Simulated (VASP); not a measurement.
# BaO (Fm-3m) in VASP: notebook, part 2 of 3

VASP 6.6.1. Earlier steps stand in the parts before.

## Step 3: Electric field gradients, PBE (volume scaled by 0.95)

INCAR

```
  ALGO = Normal
  EDIFF = 1E-8
  ENCUT = 520
  GGA = PE
  GGA_COMPAT = False
  ISIF = 2
  ISMEAR = -1
  LASPH = True
  LCHARG = False
  LEFG = True
  LREAL = False
  LWAVE = False
  NBANDS = 15
  NELM = 120
  PREC = Accurate
  SIGMA = 0.02
```

KPOINTS

```
k-points
0
Gamma
  9 9 9
```

POSCAR

```
BaO
1.0
    0.0000000000      2.7033808244      2.7033808244
    2.7033808244      0.0000000000      2.7033808244
    2.7033808244      2.7033808244      0.0000000000
Ba O
1 1
Direct
    0.0000000000      0.0000000000      0.0000000000
    0.5000000000      0.5000000000      0.5000000000
```

Potentials or basis: VASP PAW PBE potentials, release 64 (Ba_sv, O).

Launch:

```bash
$ cat potpaw_PBE.64/Ba_sv/POTCAR potpaw_PBE.64/O/POTCAR > POTCAR
$ mpirun -np 1 vasp_std > vasp.out
```

OUTCAR:

```text
EDIFF = 1E-8
   ENCUT = 520
   GGA = PE
   ISIF = 2
   ISMEAR = -1
   LASPH = True
   LREAL = False
   NELM = 120
   PREC = Accurate

 ion  position               nearest neighbor table
   1  0.000  0.000  0.000-   2 2.70   2 2.70   2 2.70   2 2.70   2 2.70   2 2.70
   2  0.500  0.500  0.500-   1 2.70   1 2.70   1 2.70   1 2.70   1 2.70   1 2.70

  LATTYP: Found a face centered cubic cell.
 ALAT       =     5.4067616488

  Lattice vectors:

 A1 = (   0.0000000000,   2.7033808244,   2.7033808244)
 A2 = (   2.7033808244,   0.0000000000,   2.7033808244)
 A3 = (   2.7033808244,   2.7033808244,   0.0000000000)

Analysis of symmetry for initial positions (statically):
=====================================================================
 Subroutine PRICEL returns:
 Original cell was already a primitive cell.

 Routine SETGRP: Setting up the symmetry group for a
 face centered cubic supercell.

 Subroutine GETGRP returns: Found 48 space group operations
 (whereof 48 operations were pure point group operations)
 out of a pool of 48 trial point group operations.

The static configuration has the point symmetry O_h .

Analysis of symmetry for dynamics (positions and initial velocities):
=====================================================================
 Subroutine PRICEL returns:
 Original cell was already a primitive cell.

 Routine SETGRP: Setting up the symmetry group for a
 face centered cubic supercell.

 Subroutine GETGRP returns: Found 48 space group operations
 (whereof 48 operations were pure point group operations)
 out of a pool of 48 trial point group operations.

The dynamic configuration has the point symmetry O_h .

 Subroutine INISYM returns: Found 48 space group operations
 (whereof 48 operations are pure point group operations),
 and found     1 'primitive' translations

----------------------------------------------------------------------------------------

                                     Primitive cell

  volume of cell :      39.5141

  direct lattice vectors                    reciprocal lattice vectors
     0.000000000  2.703380824  2.703380824    -0.184953594  0.184953594  0.184953594
     2.703380824  0.000000000  2.703380824     0.184953594 -0.184953594  0.184953594
     2.703380824  2.703380824  0.000000000     0.184953594  0.184953594 -0.184953594

  length of vectors
     3.823157826  3.823157826  3.823157826     0.320349022  0.320349022  0.320349022

  position of ions in fractional coordinates (direct lattice)
     0.000000000  0.000000000  0.000000000
     0.500000000  0.500000000  0.500000000

  ion indices of the primitive-cell ions
   primitive index   ion index
                 1           1
                 2           2

----------------------------------------------------------------------------------------

 KPOINTS: k-points

Automatic generation of k-mesh.
 Grid dimensions read from file:
 generate k-points for:    9    9    9

 Generating k-lattice:
[... 68 lines left out ...]
   ISIF   =      2    stress and relaxation
   ISYM   =      2    0-nonsym 1-usesym 2-fastsym
   POTIM  = 0.5000    time-step for ionic-motion
   TEBEG  =    0.0;   TEEND  =   0.0 temperature during run
   PSTRESS=    0.0 pullay stress
   NELECT =      16.0000    total number of electrons
   NUPDOWN=      -1.0000    fix difference up-down
   EMIN   =  10.00;   EMAX   =-10.00  energy-range for DOS
   EFERMI =   0.00;   METHOD = LEGACY
   ISMEAR =    -1;   SIGMA  =   0.02  broadening in eV -4-tet -1-fermi 0-gaus
   EFERMI_NEDOS =   21; number of points for ismear=-14 and -15
   IALGO  =     38    algorithm
   IMIX   =      4    mixing-type and parameters
     AMIX     =   0.40;   BMIX     =  1.00
     AMIX_MAG =   1.60;   BMIX_MAG =  1.00
  volume/ion in A,a.u.               =      19.76       133.33
  Fermi-wavevector in a.u.,A,eV,Ry     =   1.211149  2.288740 19.958142  1.466882
  Thomas-Fermi vector in A             =   2.346674
   LORBIT       =      0    0 simple, 1 ext, 2 COOP (PROOUT), +10 PAW based schemes
   GGA     = PE    functional components
[... 5 lines left out ...]
 non-spin polarized calculation
  energy-cutoff  :      520.00
  volume of cell :       39.51
 maximum number of plane-waves:      1075
   NGX = 15   NGY = 15   NGZ = 15

 number of electron      15.9999998 magnetization

 Free energy of the ion-electron system (eV)
  ---------------------------------------------------
  ext. energy  EPLUGINS =         0.00000000
  ---------------------------------------------------
  free energy    TOTEN  =       -11.67366869 eV

  energy without entropy =      -11.67366869  energy(sigma->0) =      -11.67366869

 E-fermi :   2.8981     XC(G=0):  -9.9595

 val. band max:        2.3854308853   @ k =  -0.4444   0.4444   0.0000
 cond. band min:       4.1726131151   @ k =   0.4444   0.4444   0.0000
 fundamental gap:      1.7871822299
 Fermi energy:         2.8980641691

 k-point     1 :       0.0000    0.0000    0.0000
  band No.  band energies     occupation
      1     -23.5423      2.00000
      2     -12.8278      2.00000
      3      -7.8916      2.00000
      4      -7.8916      2.00000
      5      -7.8916      2.00000
      6       1.8723      2.00000
      7       1.8723      2.00000
      8       1.8723      2.00000
      9       6.2743      0.00000
     10       7.0319      0.00000
     11       7.0319      0.00000
     12       7.0319      0.00000
     13       9.4874      0.00000
     14       9.4874      0.00000
[... 401 lines left out ...]
      2     -13.1211      2.00000
      3      -9.5843      2.00000
      4      -8.5915      2.00000
      5      -8.5915      2.00000
      6       2.1301      2.00000
      7       2.1301      2.00000
      8       2.2577      2.00000
      9       4.1726      0.00000
     10       8.7107      0.00000
     11      11.5230      0.00000
     12      12.1363      0.00000
     13      12.3387      0.00000
     14      12.3387      0.00000
     15      16.9667      0.00000

 [... further k-points ...]
[... 5 lines left out ...]
  --------------------------------------------------------------------------------------
  -------------------------------------------------------------------------------------
  Total        2.4800653      2.4800653      2.4800653      0.0000000      0.0000000      0.0000000
  in kB      100.5592463    100.5592463    100.5592463      0.0000000      0.0000000      0.0000000
  external PRESSURE =     100.5592463 kB  Pullay stress =       0.0000000 kB

 VOLUME and BASIS-vectors are now :
 -----------------------------------------------------------------------------
  energy-cutoff  :      520.00
  volume of cell :       39.51
      direct lattice vectors                 reciprocal lattice vectors
     0.000000000  2.703380824  2.703380824    -0.184953594  0.184953594  0.184953594
     2.703380824  0.000000000  2.703380824     0.184953594 -0.184953594  0.184953594
     2.703380824  2.703380824  0.000000000     0.184953594  0.184953594 -0.184953594

 POSITION                                       TOTAL-FORCE (eV/Angst)
 -----------------------------------------------------------------------------------
      0.00000      0.00000      0.00000         0.000000      0.000000      0.000000
      2.70338      2.70338      2.70338         0.000000      0.000000     -0.000000
 -----------------------------------------------------------------------------------
    total drift:                                0.000000      0.000000      0.000000

  FREE ENERGIE OF THE ION-ELECTRON SYSTEM (eV)
  ---------------------------------------------------
  free  energy   TOTEN  =       -11.6736686929 eV

  energy  without entropy=      -11.6736686929  energy(sigma->0) =      -11.67366869

 Electric field gradients (V/A^2)
---------------------------------------------------------------------
 ion       V_xx      V_yy      V_zz      V_xy      V_xz      V_yz
---------------------------------------------------------------------
   1      -0.000    -0.000    -0.000     0.000     0.000     0.000
   2      -0.000    -0.000     0.000     0.004     0.004     0.004
---------------------------------------------------------------------

 Electric field gradients after diagonalization (V/A^2)
 (convention: |V_zz| > |V_xx| > |V_yy|)
----------------------------------------------------------------------
 ion       V_xx      V_yy      V_zz     asymmetry (V_yy - V_xx)/ V_zz
----------------------------------------------------------------------
   1      -0.000    -0.000     0.000       0.000
   2      -0.004    -0.004     0.008       0.000
----------------------------------------------------------------------

           NMR quadrupolar parameters

 Cq : quadrupolar parameter    Cq=e*Q*V_zz/h
 eta: asymmetry parameters     (V_yy - V_xx)/ V_zz
 Q  : nuclear electric quadrupole moment in mb (millibarn)
----------------------------------------------------------------------
 ion       Cq(MHz)       eta       Q (mb)
----------------------------------------------------------------------
   1       0.000       0.000       1.000
   2       0.000       0.000       1.000
----------------------------------------------------------------------
```

Wall time 29 s (1 thread of Intel Xeon Platinum 8259CL at 2.50GHz (Skylake/Cascade Lake), shared host); peak memory 0.16 GiB.

What came out:

| Quantity | Value |
| --- | --- |
| Free energy | -11.6737 eV |
| Pressure | 10.1 GPa |
| Band gap on the k mesh | 1.79 eV, indirect (least direct gap 1.91 eV) |

Caveat: without QUAD_EFG the Cq values of the log hold for a quadrupole moment of 1 mb, not for the nuclei; spin-orbit coupling is left out, which moves the levels of the heavy elements. A k mesh can miss the band edges.

(Continued in part 3 of 3.)
